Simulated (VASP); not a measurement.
# CdTe (I-4m2) in VASP: notebook

Runs on CdTe. Level: r2SCAN. Tasks: single point.

Everything below comes from runs of VASP 6.6.1. Logs are shortened: lines on timing, memory, paths and dates and some standing lists are left out, and cuts for length are marked.

### Step 1. The cell of the first run

The structure is tetragonal, space group I-4m2 (No. 119). The conventional cell has a = 4.533 Å, b = 4.533 Å, c = 6.122 Å, α = 90.00°, β = 90.00°, γ = 90.00°. Cd (site symmetry -4m2) has 4 Te at 2.73 Å within 3.6 Å. Within 3.6 Å of Te (site symmetry -4m2) lie 4 Cd at 2.73 Å.

### Step 2. Single point, r2SCAN (strain -0.0450 x Voigt [0, 0, 1, 0, 0, 0])

POSCAR reads:

```
CdTe
1.0
    0.0000000000      3.2050000000      3.0607750000
    3.2050000000      0.0000000000      3.0607750000
    3.2050000000      3.2050000000      0.0000000000
Cd Te
1 1
Direct
    0.0000000000      0.0000000000      0.0000000000
    0.7500000000      0.7500000000      0.7500000000
```

INCAR.step1 reads:

```
SYSTEM = CdTe
ALGO = Normal
EDIFF = 1E-4
ENCUT = 520
GGA = PE
ISMEAR = 0
LASPH = .True.
LCHARG = .False.
LREAL = .False.
LWAVE = .True.
NBANDS = 16
NELM = 100
PREC = Accurate
SIGMA = 0.05
```

INCAR.step2 reads:

```
SYSTEM = CdTe
ALGO = Normal
EDIFF = 1E-7
ENCUT = 520
ISIF = 2
ISMEAR = 0
ISTART = 1
LASPH = .True.
LCHARG = .True.
LELF = .True.
LMIXTAU = .True.
LREAL = .False.
LVHAR = .True.
LWAVE = .False.
METAGGA = R2SCAN
NBANDS = 16
NELM = 100
PREC = Accurate
SIGMA = 0.05
```

KPOINTS reads:

```
k-points
0
Gamma
  8 8 8
  0 0 0
```

Potentials or basis: VASP PAW PBE potentials, release 64 (Cd, Te).

On the command line:

```sh
cat potpaw_PBE.64/Cd/POTCAR potpaw_PBE.64/Te/POTCAR > POTCAR
cp INCAR.step1 INCAR
mpirun -np 1 vasp_std > vasp.out
cp INCAR.step2 INCAR
mpirun -np 1 vasp_std > vasp.out
```

OUTCAR:

```text
SYSTEM = CdTe
   EDIFF = 1E-7
   ENCUT = 520
   ISIF = 2
   ISMEAR = 0
   ISTART = 1
   LASPH = .True.
   LREAL = .False.
   METAGGA = R2SCAN
   NELM = 100
   PREC = Accurate

 ion  position               nearest neighbor table
   1  0.000  0.000  0.000-   2 2.73   2 2.73   2 2.73   2 2.73
   2  0.750  0.750  0.750-   1 2.73   1 2.73   1 2.73   1 2.73

  LATTYP: Found a body centered tetragonal cell.
 ALAT       =     4.5325544674
 C/A-ratio  =     1.3505739521

  Lattice vectors:

 A1 = (   0.0000000000,  -3.2050000000,  -3.0607750000)
 A2 = (   0.0000000000,   3.2050000000,  -3.0607750000)
 A3 = (   3.2050000000,   0.0000000000,   3.0607750000)

Analysis of symmetry for initial positions (statically):
=====================================================================
 Subroutine PRICEL returns:
 Original cell was already a primitive cell.

 Routine SETGRP: Setting up the symmetry group for a
 body centered tetragonal supercell.

 Subroutine GETGRP returns: Found  8 space group operations
 (whereof  8 operations were pure point group operations)
 out of a pool of 16 trial point group operations.

The static configuration has the point symmetry D_2d.

Analysis of symmetry for dynamics (positions and initial velocities):
=====================================================================
 Subroutine PRICEL returns:
 Original cell was already a primitive cell.

 Routine SETGRP: Setting up the symmetry group for a
 body centered tetragonal supercell.

 Subroutine GETGRP returns: Found  8 space group operations
 (whereof  8 operations were pure point group operations)
 out of a pool of 16 trial point group operations.

The dynamic configuration has the point symmetry D_2d.

 Subroutine INISYM returns: Found  8 space group operations
 (whereof  8 operations are pure point group operations),
 and found     1 'primitive' translations

----------------------------------------------------------------------------------------

                                     Primitive cell

  volume of cell :      62.8807

  direct lattice vectors                    reciprocal lattice vectors
     0.000000000  3.205000000  3.060775000    -0.156006240  0.156006240  0.163357320
     3.205000000  0.000000000  3.060775000     0.156006240 -0.156006240  0.163357320
     3.205000000  3.205000000  0.000000000     0.156006240  0.156006240 -0.163357320

  length of vectors
     4.431745548  4.431745548  4.532554467     0.274520505  0.274520505  0.274520505

  position of ions in fractional coordinates (direct lattice)
     0.000000000  0.000000000  0.000000000
     0.750000000  0.750000000  0.750000000

  ion indices of the primitive-cell ions
   primitive index   ion index
                 1           1
                 2           2

----------------------------------------------------------------------------------------

 KPOINTS: k-points

Automatic generation of k-mesh.
 Grid dimensions read from file:
 generate k-points for:    8    8    8

 Generating k-lattice:

  Cartesian coordinates                     Fractional coordinates (reciprocal lattice)
    -0.019500780  0.019500780  0.020419665     0.125000000  0.000000000  0.000000000
     0.019500780 -0.019500780  0.020419665     0.000000000  0.125000000  0.000000000
     0.019500780  0.019500780 -0.020419665     0.000000000  0.000000000  0.125000000

  Length of vectors
     0.034315063  0.034315063  0.034315063

  Shift w.r.t. Gamma in fractional coordinates (k-lattice)
     0.000000000  0.000000000  0.000000000

 Subroutine IBZKPT returns following result:
 ===========================================

 Found     59 irreducible k-points:

 Following reciprocal coordinates:
            Coordinates               Weight
  0.000000  0.000000  0.000000      1.000000
  0.125000  0.000000  0.000000      8.000000
  0.250000  0.000000  0.000000      8.000000
  0.375000 -0.000000  0.000000      8.000000
  0.500000  0.000000  0.000000      4.000000
  0.125000  0.125000  0.000000      2.000000
[... 16 lines left out ...]
  0.250000  0.000000  0.125000     16.000000
  0.375000 -0.000000  0.125000     16.000000
 [... further k-points ...]
   k-points           NKPTS =     59   k-points in BZ     NKDIM =     59   number of bands    NBANDS=     16
   number of dos      NEDOS =    301   number of ions     NIONS =      2
   total plane-waves  NPLWV =  46656
   dimension x,y,z NGX =    36 NGY =   36 NGZ =   36
   dimension x,y,z NGXF=    72 NGYF=   72 NGZF=   72
   ions per type =               1   1
   NGX,Y,Z   is equivalent  to a cutoff of  13.50, 13.50, 13.20 a.u.
   NGXF,Y,Z  is equivalent  to a cutoff of  27.01, 27.01, 26.41 a.u.
 SYSTEM =  CdTe
   PREC   = accura    normal or accurate (medium, high low for compatibility)
   ISTART =      1    job   : 0-new  1-cont  2-samecut
   ICHARG =      0    charge: 1-file 2-atom 10-const
   ISPIN  =      1    spin polarized calculation?
   LNONCOLLINEAR =      F non collinear calculations
   LSORBIT =      F    spin-orbit coupling
   LASPH  =      T    aspherical Exc in radial PAW
   ENCUT  =  520.0 eV  38.22 Ry    6.18 a.u.   8.24  8.24  8.43*2*pi/ulx,y,z
   NELM   =    100;   NELMIN=  2; NELMDL=  0     # of ELM steps
   EDIFF  = 0.1E-06   stopping-criterion for ELM
   LREAL  =      F    real-space projection
   EDIFFG = 0.1E-05   stopping-criterion for IOM
   NSW    =      0    number of steps for IOM
   IBRION =     -1    ionic relax: 0-MD 1-quasi-New 2-CG
   NFREE  =      0    steps in history (QN), initial steepest desc. (CG)
   ISIF   =      2    stress and relaxation
   ISYM   =      2    0-nonsym 1-usesym 2-fastsym
   POTIM  = 0.5000    time-step for ionic-motion
   TEBEG  =    0.0;   TEEND  =   0.0 temperature during run
   PSTRESS=    0.0 pullay stress
   NELECT =      18.0000    total number of electrons
   NUPDOWN=      -1.0000    fix difference up-down
   EMIN   =  10.00;   EMAX   =-10.00  energy-range for DOS
   EFERMI =   0.00;   METHOD = LEGACY
   ISMEAR =     0;   SIGMA  =   0.05  broadening in eV -4-tet -1-fermi 0-gaus
   EFERMI_NEDOS =   21; number of points for ismear=-14 and -15
   IALGO  =     38    algorithm
   IMIX   =      4    mixing-type and parameters
     AMIX     =   0.40;   BMIX     =  1.00
     AMIX_MAG =   1.60;   BMIX_MAG =  1.00
  volume/ion in A,a.u.               =      31.44       212.17
  Fermi-wavevector in a.u.,A,eV,Ry     =   1.078930  2.038882 15.838398  1.164089
  Thomas-Fermi vector in A             =   2.214881
   LORBIT       =      0    0 simple, 1 ext, 2 COOP (PROOUT), +10 PAW based schemes
   METAGGA = R2SCAN    functional components
   LHFCALC =     F    Hartree Fock is set to
   AEXX    =    0.0000 exact exchange contribution
   IVDW    =     0    specifies the selected vdW correction
   LEPSILON=     F    determine dielectric tensor
   LRPA    =     F    only Hartree local field effects (RPA)
 non-spin polarized calculation
 Gauss-broadening in eV      SIGMA  =   0.05
  energy-cutoff  :      520.00
  volume of cell :       62.88
 maximum number of plane-waves:      1710
 NGX is ok and might be reduce to    36
   NGX = 17   NGY = 17   NGZ = 17

 number of electron      18.0000004 magnetization

 Free energy of the ion-electron system (eV)
  ---------------------------------------------------
  ext. energy  EPLUGINS =         0.00000000
  ---------------------------------------------------
  free energy    TOTEN  =       -46.50753917 eV

  energy without entropy =      -46.50753917  energy(sigma->0) =      -46.50753917

 E-fermi :   3.1810     XC(G=0):  -9.4808

 val. band max:        2.9658117791   @ k =   0.0000   0.0000   0.0000
 cond. band min:       4.3976313626   @ k =   0.0000   0.0000   0.0000
 fundamental gap:      1.4318195836
 Fermi energy:         3.1809801351

 k-point     1 :       0.0000    0.0000    0.0000
  band No.  band energies     occupation
      1      -9.1675      2.00000
      2      -6.0052      2.00000
      3      -6.0052      2.00000
      4      -5.9940      2.00000
      5      -5.6552      2.00000
      6      -5.6435      2.00000
[... 8 lines left out ...]
     15      12.4916      0.00000
     16      13.0783      0.00000

 k-point     2 :       0.1250    0.0000    0.0000
  band No.  band energies     occupation
      1      -9.0952      2.00000
      2      -5.9908      2.00000
      3      -5.9840      2.00000
      4      -5.9479      2.00000
      5      -5.6554      2.00000
      6      -5.6454      2.00000
[... 8 lines left out ...]
     15      11.7937      0.00000
     16      12.2015      0.00000

 k-point     3 :       0.2500    0.0000    0.0000
  band No.  band energies     occupation
      1      -8.9192      2.00000
      2      -5.9591      2.00000
      3      -5.9494      2.00000
      4      -5.7661      2.00000
      5      -5.6516      2.00000
      6      -5.6456      2.00000
[... 8 lines left out ...]
     15      11.7562      0.00000
     16      12.0544      0.00000

 k-point     4 :       0.3750   -0.0000    0.0000
  band No.  band energies     occupation
      1      -8.7450      2.00000
      2      -5.9334      2.00000
      3      -5.9196      2.00000
      4      -5.6481      2.00000
      5      -5.6405      2.00000
      6      -5.4312      2.00000
[... 8 lines left out ...]
     15      12.7401      0.00000
     16      12.8514      0.00000
[... 324 lines left out ...]
 k-point    22 :       0.1250    0.0000    0.1250
  band No.  band energies     occupation
      1      -9.0732      2.00000
      2      -5.9788      2.00000
      3      -5.9631      2.00000
      4      -5.9539      2.00000
      5      -5.6620      2.00000
      6      -5.6406      2.00000
[... 8 lines left out ...]
     15      12.0846      0.00000
     16      13.0092      0.00000

 k-point    23 :       0.2500    0.0000    0.1250
  band No.  band energies     occupation
      1      -8.9334      2.00000
      2      -5.9533      2.00000
      3      -5.9327      2.00000
      4      -5.8219      2.00000
      5      -5.6617      2.00000
      6      -5.6360      2.00000
[... 8 lines left out ...]
     15      12.5976      0.00000
     16      13.0935      0.00000

 k-point    24 :       0.3750   -0.0000    0.1250
  band No.  band energies     occupation
      1      -8.7592      2.00000
      2      -5.9282      2.00000
      3      -5.9014      2.00000
      4      -5.6800      2.00000
      5      -5.6376      2.00000
      6      -5.5000      2.00000
[... 8 lines left out ...]
     15      12.6461      0.00000
     16      13.3820      0.00000

 [... further k-points ...]
[... 5 lines left out ...]
  --------------------------------------------------------------------------------------
  -------------------------------------------------------------------------------------
  Total        2.3443496      2.3443496      2.5211866      0.0000000      0.0000000      0.0000000
  in kB       59.7331597     59.7331597     64.2389024      0.0000000      0.0000000      0.0000000
  external PRESSURE =      61.2350739 kB  Pullay stress =       0.0000000 kB

 VOLUME and BASIS-vectors are now :
 -----------------------------------------------------------------------------
  energy-cutoff  :      520.00
  volume of cell :       62.88
      direct lattice vectors                 reciprocal lattice vectors
     0.000000000  3.205000000  3.060775000    -0.156006240  0.156006240  0.163357320
     3.205000000  0.000000000  3.060775000     0.156006240 -0.156006240  0.163357320
     3.205000000  3.205000000  0.000000000     0.156006240  0.156006240 -0.163357320

 POSITION                                       TOTAL-FORCE (eV/Angst)
 -----------------------------------------------------------------------------------
      0.00000      0.00000      0.00000         0.000000      0.000000     -0.000000
      4.80750      4.80750      4.59116        -0.000000     -0.000000      0.000000
 -----------------------------------------------------------------------------------
    total drift:                                0.000002      0.000002      0.000003

  FREE ENERGIE OF THE ION-ELECTRON SYSTEM (eV)
  ---------------------------------------------------
  free  energy   TOTEN  =       -46.5075391745 eV

  energy  without entropy=      -46.5075391745  energy(sigma->0) =      -46.50753917
```

Wall time 10 min (1 thread of Intel Xeon 8259CL, shared host); peak memory 0.26 GiB.

What came out:

| Property | Result |
| --- | --- |
| Free energy | -46.5075 eV |
| Pressure | 6.1 GPa |
| Band gap on the k mesh | 1.43 eV |

Stress tensor (GPa, compression positive):
```
5.97 0.00 0.00
0.00 5.97 0.00
0.00 0.00 6.42
```

Caveat: the cell differs from its parent crystal (strain -0.0450 x Voigt [0, 0, 1, 0, 0, 0]); the cell stands under pressure; the PAW data sets were made with another functional, which shifts forces and pressure a little; spin-orbit coupling is left out, which moves the levels of the heavy elements.

### Step 3. Single point, r2SCAN (strain +0.0600 x Voigt [0, 0, 1, 0, 0, 0])

POSCAR reads:

```
CdTe
1.0
    0.0000000000      3.2050000000      3.3973000000
    3.2050000000      0.0000000000      3.3973000000
    3.2050000000      3.2050000000      0.0000000000
Cd Te
1 1
Direct
    0.0000000000      0.0000000000      0.0000000000
    0.7500000000      0.7500000000      0.7500000000
```

INCAR.step1 reads:

```
SYSTEM = CdTe
PREC = Accurate ; ENCUT = 520
ISMEAR = 0 ; SIGMA = 0.05
LREAL = .False. ; LASPH = .True.
NELM = 100 ; NBANDS = 16
GGA = PE ; ALGO = Normal
EDIFF = 1E-4 ; LWAVE = .True.
LCHARG = .False.
```

INCAR.step2 reads:

```
SYSTEM = CdTe
PREC = Accurate ; ENCUT = 520
EDIFF = 1E-6 ; ISMEAR = 0
SIGMA = 0.05 ; LREAL = .False.
LASPH = .True. ; NELM = 100
ALGO = Normal ; ISIF = 2
LWAVE = .False. ; LCHARG = .False.
METAGGA = R2SCAN ; LMIXTAU = .True.
NBANDS = 16 ; ISTART = 1
```

KPOINTS reads:

```
regular mesh
0
Gamma
  8 8 8
  0 0 0
```

Potentials or basis: VASP PAW PBE potentials, release 64 (Cd, Te).

On the command line:

```sh
cat potpaw_PBE.64/Cd/POTCAR potpaw_PBE.64/Te/POTCAR > POTCAR
cp INCAR.step1 INCAR
mpirun -np 1 vasp_std > vasp.out
cp INCAR.step2 INCAR
mpirun -np 1 vasp_std > vasp.out
```

It took 8.2 min on 1 thread of Intel Xeon 8259CL, shared host; peak memory 0.26 GiB.

Results (log left out):

| Item | Value |
| --- | --- |
| Free energy | -46.6349 eV |
| Pressure | 0.5 GPa |
| Band gap on the k mesh | 1.11 eV |

Stress tensor (GPa, compression positive):
```
 0.84  0.00  0.00
 0.00  0.84  0.00
 0.00  0.00 -0.25
```

Levels at points of the mesh, in eV from the valence-band top:
| k point | band 5 | band 6 | band 7 | band 8 | band 9 | band 10 | band 11 | band 12 | band 13 | band 14 |
| --- | --- | --- | --- | --- | --- | --- | --- | --- | --- | --- |
| (0.00, 0.00, 0.00) | -8.28 | -8.28 | -0.22 | 0.00 | 0.00 | 1.11 | 4.99 | 4.99 | 5.01 | 7.82 |
| (0.50, 0.00, 0.00) | -8.27 | -7.93 | -4.41 | -0.97 | -0.67 | 2.10 | 5.40 | 5.71 | 7.35 | 9.03 |
| (0.50, 0.50, 0.00) | -8.26 | -7.85 | -4.48 | -1.72 | -1.72 | 3.03 | 3.23 | 8.94 | 9.62 | 9.62 |
| (0.50, 0.00, 0.50) | -8.25 | -7.75 | -4.19 | -2.01 | -1.92 | 2.77 | 2.79 | 9.30 | 9.34 | 9.67 |

Caveat: the cell differs from its parent crystal (strain +0.0600 x Voigt [0, 0, 1, 0, 0, 0]); the PAW data sets were made with another functional, which shifts forces and pressure a little; spin-orbit coupling is left out, which moves the levels of the heavy elements.
